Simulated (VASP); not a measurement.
# Pb (P6_3/mmc) in VASP: a series of runs

Pb is run at these levels: r2SCAN; tasks: single point.

All numbers are computed with VASP 6.6.1; they aren't measurements. Logs are shortened: lines on timing, memory, paths and dates and some standing lists are left out, and cuts for length are marked.

**1. The cell of the first run**

It takes space group P6_3/mmc (No. 194, hexagonal). Conventional cell: a = 3.758 Å, b = 3.758 Å, c = 6.037 Å, α = 90.00°, β = 90.00°, γ = 120.00°. Within 4.9 Å of Pb (site symmetry -6m2) lie 12 Pb at 3.72 to 3.76 Å.

This isn't the form of Pb at room conditions, which is fcc.

**2. Single point, r2SCAN (strain +0.080 along x and y, +0.080 along z)**

POSCAR reads:

```
Pb
1.0
    3.7584007458      0.0000000000      0.0000000000
   -1.8792003729      3.2548705235      0.0000000000
    0.0000000000      0.0000000000      6.0372000000
Pb
2
Direct
    0.3333333333      0.6666666667      0.2500000000
    0.6666666667      0.3333333333      0.7500000000
```

INCAR.step1 reads:

```
SYSTEM = Pb
ALGO = Normal
EDIFF = 1E-4
ENCUT = 520
GGA = PE
ISMEAR = 0
LASPH = .TRUE.
LCHARG = .FALSE.
LREAL = .FALSE.
LWAVE = .TRUE.
NBANDS = 21
NELM = 80
PREC = Accurate
SIGMA = 0.15
```

INCAR.step2 reads:

```
SYSTEM = Pb
ALGO = Normal
EDIFF = 1E-7
ENCUT = 520
ISIF = 2
ISMEAR = 0
ISTART = 1
LASPH = .TRUE.
LCHARG = .FALSE.
LMIXTAU = .TRUE.
LREAL = .FALSE.
LWAVE = .FALSE.
METAGGA = R2SCAN
NBANDS = 21
NELM = 80
PREC = Accurate
SIGMA = 0.15
```

KPOINTS reads:

```
k-points
0
G
  18 18 10
  0 0 0
```

Potentials or basis: VASP PAW PBE potentials, release 64 (Pb_d).

The run is started by

```bash
$ cat potpaw_PBE.64/Pb_d/POTCAR > POTCAR
$ cp INCAR.step1 INCAR
$ mpirun -np 1 vasp_std > vasp.out
$ cp INCAR.step2 INCAR
$ mpirun -np 1 vasp_std > vasp.out
```

OUTCAR:

```text
SYSTEM = Pb
   EDIFF = 1E-7
   ENCUT = 520
   ISIF = 2
   ISMEAR = 0
   ISTART = 1
   LASPH = .TRUE.
   LREAL = .FALSE.
   METAGGA = R2SCAN
   NELM = 80
   PREC = Accurate

 ion  position               nearest neighbor table
   1  0.333  0.667  0.250-   2 3.72   2 3.72   2 3.72   2 3.72   2 3.72   2 3.72
   2  0.667  0.333  0.750-   1 3.72   1 3.72   1 3.72   1 3.72   1 3.72   1 3.72

  LATTYP: Found a hexagonal cell.
 ALAT       =     3.7584007458
 C/A-ratio  =     1.6063215203

  Lattice vectors:

 A1 = (   3.7584007458,   0.0000000000,   0.0000000000)
 A2 = (  -1.8792003729,   3.2548705235,   0.0000000000)
 A3 = (   0.0000000000,   0.0000000000,   6.0372000000)

Analysis of symmetry for initial positions (statically):
=====================================================================
 Subroutine PRICEL returns:
 Original cell was already a primitive cell.

 Routine SETGRP: Setting up the symmetry group for a
 hexagonal supercell.

 Subroutine GETGRP returns: Found 24 space group operations
 (whereof 12 operations were pure point group operations)
 out of a pool of 24 trial point group operations.

The static configuration has the point symmetry D_3d.
 The point group associated with its full space group is D_6h.

Analysis of symmetry for dynamics (positions and initial velocities):
=====================================================================
 Subroutine PRICEL returns:
 Original cell was already a primitive cell.

 Routine SETGRP: Setting up the symmetry group for a
 hexagonal supercell.

 Subroutine GETGRP returns: Found 24 space group operations
 (whereof 12 operations were pure point group operations)
 out of a pool of 24 trial point group operations.

The dynamic configuration has the point symmetry D_3d.
 The point group associated with its full space group is D_6h.

 Subroutine INISYM returns: Found 24 space group operations
 (whereof 12 operations are pure point group operations),
 and found     1 'primitive' translations

----------------------------------------------------------------------------------------

                                     Primitive cell

  volume of cell :      73.8537

  direct lattice vectors                    reciprocal lattice vectors
     3.758400746  0.000000000  0.000000000     0.266070616  0.153615942  0.000000000
    -1.879200373  3.254870524  0.000000000     0.000000000  0.307231883  0.000000000
     0.000000000  0.000000000  6.037200000     0.000000000  0.000000000  0.165639701

  length of vectors
[... 81 lines left out ...]
   NELM   =     80;   NELMIN=  2; NELMDL=  0     # of ELM steps
   EDIFF  = 0.1E-06   stopping-criterion for ELM
   LREAL  =      F    real-space projection
   EDIFFG = 0.1E-05   stopping-criterion for IOM
   NSW    =      0    number of steps for IOM
   IBRION =     -1    ionic relax: 0-MD 1-quasi-New 2-CG
   NFREE  =      0    steps in history (QN), initial steepest desc. (CG)
   ISIF   =      2    stress and relaxation
   ISYM   =      2    0-nonsym 1-usesym 2-fastsym
   POTIM  = 0.5000    time-step for ionic-motion
   TEBEG  =    0.0;   TEEND  =   0.0 temperature during run
   PSTRESS=    0.0 pullay stress
   NELECT =      28.0000    total number of electrons
   NUPDOWN=      -1.0000    fix difference up-down
   EMIN   =  10.00;   EMAX   =-10.00  energy-range for DOS
   EFERMI =   0.00;   METHOD = LEGACY
   ISMEAR =     0;   SIGMA  =   0.15  broadening in eV -4-tet -1-fermi 0-gaus
   EFERMI_NEDOS =   21; number of points for ismear=-14 and -15
   IALGO  =     38    algorithm
   IMIX   =      4    mixing-type and parameters
     AMIX     =   0.40;   BMIX     =  1.00
     AMIX_MAG =   1.60;   BMIX_MAG =  1.00
  volume/ion in A,a.u.               =      36.93       249.19
  Fermi-wavevector in a.u.,A,eV,Ry     =   1.184868  2.239076 19.101392  1.403913
  Thomas-Fermi vector in A             =   2.321074
   LORBIT       =      0    0 simple, 1 ext, 2 COOP (PROOUT), +10 PAW based schemes
   METAGGA = R2SCAN    functional components
   LHFCALC =     F    Hartree Fock is set to
   AEXX    =    0.0000 exact exchange contribution
   IVDW    =     0    specifies the selected vdW correction
   LEPSILON=     F    determine dielectric tensor
   LRPA    =     F    only Hartree local field effects (RPA)
 non-spin polarized calculation
 Gauss-broadening in eV      SIGMA  =   0.15
  energy-cutoff  :      520.00
  volume of cell :       73.85
 maximum number of plane-waves:      2007
 NGX is ok and might be reduce to    28
   NGX = 13   NGY = 13   NGZ = 23

 number of electron      28.0000008 magnetization

 Free energy of the ion-electron system (eV)
  ---------------------------------------------------
  ext. energy  EPLUGINS =         0.00000000
  ---------------------------------------------------
  free energy    TOTEN  =      -112.31294975 eV

  energy without entropy =     -112.29744177  energy(sigma->0) =     -112.30519576

 E-fermi :   5.1823     XC(G=0):  -9.9009

 val. band max:        5.1686837717   @ k =   0.3889   0.1667   0.3000
 cond. band min:       5.1852764829   @ k =   0.2778   0.2778   0.4000
 fundamental gap:      0.0165927112
 Fermi energy:         5.1823405670

 k-point     1 :       0.0000    0.0000    0.0000
  band No.  band energies     occupation
      1     -12.4267      2.00000
      2     -12.4190      2.00000
      3     -12.4169      2.00000
      4     -12.4169      2.00000
      5     -12.4055      2.00000
      6     -12.4055      2.00000
[... 565 lines left out ...]
     20      12.5341      0.00000
     21      15.8238      0.00000

 [... further k-points ...]

------------------------ aborting loop because EDIFF is reached ----------------------------------------

  FORCE on cell =-STRESS in cart. coord.  units (eV):
  Direction    XX          YY          ZZ          XY          YZ          ZX
  --------------------------------------------------------------------------------------
  -------------------------------------------------------------------------------------
  Total       -2.4582339     -2.4582339     -2.1032938      0.0000000     -0.0000000     -0.0000000
  in kB      -53.3287514    -53.3287514    -45.6287064      0.0000000     -0.0000000     -0.0000000
  external PRESSURE =     -50.7620697 kB  Pullay stress =       0.0000000 kB

 VOLUME and BASIS-vectors are now :
 -----------------------------------------------------------------------------
  energy-cutoff  :      520.00
  volume of cell :       73.85
      direct lattice vectors                 reciprocal lattice vectors
     3.758400746  0.000000000  0.000000000     0.266070616  0.153615942  0.000000000
    -1.879200373  3.254870524  0.000000000     0.000000000  0.307231883  0.000000000
     0.000000000  0.000000000  6.037200000     0.000000000  0.000000000  0.165639701

 POSITION                                       TOTAL-FORCE (eV/Angst)
 -----------------------------------------------------------------------------------
     -0.00000      2.16991      1.50930        -0.000000     -0.000000      0.000000
      1.87920      1.08496      4.52790         0.000000      0.000000      0.000000
 -----------------------------------------------------------------------------------
    total drift:                               -0.000000      0.000000     -0.000000

  FREE ENERGIE OF THE ION-ELECTRON SYSTEM (eV)
  ---------------------------------------------------
  free  energy   TOTEN  =      -112.3129497489 eV

  energy  without entropy=     -112.2974417720  energy(sigma->0) =     -112.30519576
```

OUTCAR.step1:

```text
SYSTEM = Pb
   EDIFF = 1E-4
   ENCUT = 520
   GGA = PE
   ISMEAR = 0
   LASPH = .TRUE.
   LREAL = .FALSE.
[... 800 lines left out ...]
     -0.00000      2.16991      1.50930         0.000000     -0.000000      0.000000
      1.87920      1.08496      4.52790        -0.000000      0.000000      0.000000
 -----------------------------------------------------------------------------------
    total drift:                               -0.000000      0.000000     -0.000000

  FREE ENERGIE OF THE ION-ELECTRON SYSTEM (eV)
  ---------------------------------------------------
  free  energy   TOTEN  =        -6.9538975785 eV

  energy  without entropy=       -6.9377019741  energy(sigma->0) =       -6.94579978
```

OSZICAR.step1:

```text
N       E                     dE             d eps       ncg     rms          rms(c)
DAV:   1     0.292406646659E+03    0.29241E+03   -0.14074E+04  9329   0.152E+03
DAV:   2     0.148954305620E+02   -0.27751E+03   -0.27103E+03  9399   0.394E+02
DAV:   3    -0.624672897946E+01   -0.21142E+02   -0.20929E+02 11403   0.134E+02
DAV:   4    -0.693206340230E+01   -0.68533E+00   -0.68502E+00 11082   0.287E+01
DAV:   5    -0.696673891946E+01   -0.34676E-01   -0.34675E-01 12618   0.586E+00    0.579E-01
DAV:   6    -0.695547912861E+01    0.11260E-01   -0.33111E-02 12558   0.208E+00    0.331E-01
DAV:   7    -0.695369094484E+01    0.17882E-02   -0.13728E-02 11623   0.141E+00    0.136E-01
DAV:   8    -0.695391072535E+01   -0.21978E-03   -0.13395E-03 11253   0.532E-01    0.242E-02
DAV:   9    -0.695389757854E+01    0.13147E-04   -0.32339E-05  6087   0.863E-02
   1 F= -.69538976E+01 E0= -.69457998E+01  d E =-.161956E-01
```

Wall time 9.1 min (1 thread of Intel Xeon 6975P-C (Granite Rapids), shared host); peak memory 0.39 GiB.

Results:

* Free energy: -112.3129 eV
* Pressure: -5.1 GPa
* Band gap on the k mesh: zero (bands 14 and 15 overlap by 6.38 eV)

Caveat: the cell differs from its parent crystal (strain +0.080 along x and y, +0.080 along z); the cell stands under tension; the PAW data sets were made with another functional, which shifts forces and pressure a little; spin-orbit coupling is left out, which moves the levels of the heavy elements.

(Continued in part 2 of 2.)
